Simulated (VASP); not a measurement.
**AgCl: single point with r2SCAN**

Crystal: AgCl.

```
CELL_PARAMETERS angstrom
0.00000 2.78008 2.78008
2.77315 0.00693 2.77315
2.77315 2.77315 0.00693
ATOMIC_POSITIONS crystal
Ag 0.50000 0.50000 0.50000
Cl 0.00000 0.00000 0.00000
```

This cell differs from its parent crystal: strain +0.0050 x Voigt [0, 0, 0, 1, 0, 0].

| Property | Result |
| --- | --- |
| Program | VASP 6.6.1 |
| Task | single point |
| Functional | r2SCAN |
| Potentials or basis | VASP PAW PBE potentials, release 64 (Ag, Cl) |
| Cutoff | 550 eV |
| k mesh | 8 × 8 × 8 |
| Occupations | gaussian, width 0.05 eV |
| Spin | no spin polarisation |

The pressure is -0.1 GPa and the band gap on the k mesh is 1.42 eV, indirect (least direct gap 3.70 eV).

Levels at points of the mesh, in eV from the valence-band top:
```tsv
k point	band 7	band 8	band 9	band 10	band 11	band 12
(0.00, 0.00, 0.00)	-2.43	-2.39	-2.39	1.42	11.30	11.33
(0.50, 0.00, 0.00)	-1.76	-0.01	0.00	4.71	7.15	8.27
(0.00, 0.50, 0.00)	-1.75	-0.01	0.00	4.69	7.17	8.24
(0.50, 0.50, 0.00)	-1.96	-1.96	-1.85	2.92	8.34	9.24
(0.00, 0.50, 0.50)	-1.96	-1.96	-1.85	2.92	8.34	9.24
```

Wall time 120 s on 1 thread of Intel(R) Xeon(R) 6975P-C (Granite Rapids) (shared host), peak memory 0.21 GiB.

Caveat: the cell differs from its parent crystal (strain +0.0050 x Voigt [0, 0, 0, 1, 0, 0]); the PAW data sets were made with another functional, which shifts forces and pressure a little. A k mesh can miss the band edges.
